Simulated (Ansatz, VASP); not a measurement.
# Two plane-wave programs on BaTe

```
Ba Te
1.0
     5.88405    0.00000    0.00000
     0.00000    5.88405    0.00000
     0.00000    0.00000    4.16152
Ba Te
2 2
Direct
  0.50000 0.00000 0.50000
  0.00000 0.50000 0.50000
  0.00000 0.00000 0.00000
  0.50000 0.50000 0.00000
```

Alike in both runs: functional PBEsol; k mesh 6 × 6 × 8; occupations gaussian, width 0.05 eV; no spin polarisation.

Ansatz relaxed the structure, and its values are those at the end. VASP's run is a single point on that final structure, the one shown.

|  | VASP | Ansatz |
| --- | --- | --- |
| version | VASP 6.6.1 | Ansatz 0.2.0 |
| potentials or method | VASP PAW PBE potentials, release 64 (Ba_sv, Te), cutoff 520 eV | scalar-relativistic, plane waves, PAW |
| valence electrons in the cell | 32 | 52 |

```csv
,VASP,Ansatz,Ansatz less VASP
gap on the k mesh at the Fermi level (eV),0.52,0.64,+0.122
least direct gap on the mesh (eV),0.52,0.65,+0.122
pressure (GPa),0.6,0.0,-0.62
```

VASP's potentials were made for PBE, not for PBEsol. VASP's potentials hold 32 valence electrons a cell and Ansatz's 52, so a difference there can come from the potentials and not from the codes. Ansatz's warnings: structure snapped to symmetry.

Spin-orbit coupling is off throughout.
